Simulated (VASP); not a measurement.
Input of a VASP 6.6.1 run:

File POSCAR:

```
PbSe
1.0
    4.2672173585      0.0000000000      0.0000000000
   -2.1336086793      3.6955186359      0.0000000000
    0.0000000000      0.0000000000      7.9276944000
Pb Se
2 2
Direct
    0.6666666667      0.3333333333      0.2278590000
    0.3333333333      0.6666666667      0.7278590000
    0.0000000000      0.0000000000      0.5219900000
    0.0000000000      0.0000000000      0.0219900000
```

Contents of INCAR.step1:

```
  ALGO = Normal
  EDIFF = 1E-4
  ENCUT = 520
  GGA = PE
  ISMEAR = 0
  LASPH = True
  LCHARG = False
  LREAL = False
  LWAVE = True
  NBANDS = 28
  NELM = 60
  PREC = Accurate
  SIGMA = 0.02
```

Contents of INCAR.step2:

```
  ALGO = Normal
  EDIFF = 1E-6
  ENCUT = 520
  ISIF = 2
  ISMEAR = 0
  ISTART = 1
  LASPH = True
  LCHARG = True
  LELF = True
  LMIXTAU = True
  LREAL = False
  LVHAR = True
  LWAVE = False
  METAGGA = R2SCAN
  NBANDS = 28
  NELM = 60
  PREC = Accurate
  SIGMA = 0.02
```

The input KPOINTS:

```
k-points
0
Gamma
  6 6 4
```

Potentials or basis: VASP PAW PBE potentials, release 64 (Pb_d, Se).

Launch:

```bash
$ cat potpaw_PBE.64/Pb_d/POTCAR potpaw_PBE.64/Se/POTCAR > POTCAR
$ cp INCAR.step1 INCAR
$ mpirun -np 1 vasp_std > vasp.out
$ cp INCAR.step2 INCAR
$ mpirun -np 1 vasp_std > vasp.out
```

Problem. Estimate the band gap on the k mesh.

Solution. 0.87 eV (least direct gap 0.96 eV).

Problem. Predict the pressure.

Solution. -1.0 GPa.

Problem. What does it give for the largest force?

Solution. 0.096 eV/Å.

Stress tensor (GPa, compression positive):
```
-1.06  0.00  0.00
 0.00 -1.06  0.00
 0.00  0.00 -0.75
```

Caveat: the PAW data sets were made with another functional, which shifts forces and pressure a little; spin-orbit coupling is left out, which moves the levels of the heavy elements. A k mesh can miss the band edges.
